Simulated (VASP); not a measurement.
Write the native input for VASP 6.6.1 that does the following.

```yaml
Task: single point
Functional: LDA
Potentials_or_basis: VASP PAW LDA potentials, release 64 (Al, Cu)
Cutoff: 520 eV
k_mesh: 14 × 14 × 14
Occupations: gaussian, width 0.15 eV
Spin: no spin polarisation
Dipole_correction: no
Further_INCAR_settings: ALGO = Fast; EDIFF = 1e-06; NBANDS = 16
```

The structure of Al2Cu lies in POSCAR:

```
Al2Cu
1.0
   -2.0982333072      2.0982333072      2.7406000000
    2.0982333072     -2.0982333072      2.7406000000
    2.0982333072      2.0982333072     -2.7406000000
Al Cu
2 1
Direct
    0.7500000000      0.2500000000      0.5000000000
    0.2500000000      0.7500000000      0.5000000000
    0.5000000000      0.5000000000      0.0000000000
```

These files were run (other wordings do the same):

INCAR

```
  PREC = Accurate
  ENCUT = 520
  EDIFF = 1E-6
  ISMEAR = 0
  SIGMA = 0.15
  LREAL = False
  LASPH = True
  NELM = 60
  ALGO = Fast
  ISIF = 2
  LWAVE = False
  LCHARG = False
  GGA = CA
  NBANDS = 16
```

KPOINTS

```
regular mesh
0
Gamma
  14 14 14
```

Potentials or basis: VASP PAW LDA potentials, release 64 (Al, Cu).

The run is started by

```sh
$ cat potpaw_LDA.64/Al/POTCAR potpaw_LDA.64/Cu/POTCAR > POTCAR
$ mpirun -np 1 vasp_std > vasp.out
```

It gave:

```yaml
Pressure: -4.7 GPa
Band_gap_on_the_k_mesh: zero (an odd number of electrons rules out a gap without spin polarisation)
```

Caveat: the stress differs along the axes, from -8 to 1 GPa.

Wall time 3.8 min on 1 thread of Intel(R) Xeon(R) Platinum 8259CL CPU @ 2.50GHz (Skylake/Cascade Lake), on a shared host, peak memory 0.29 GiB.
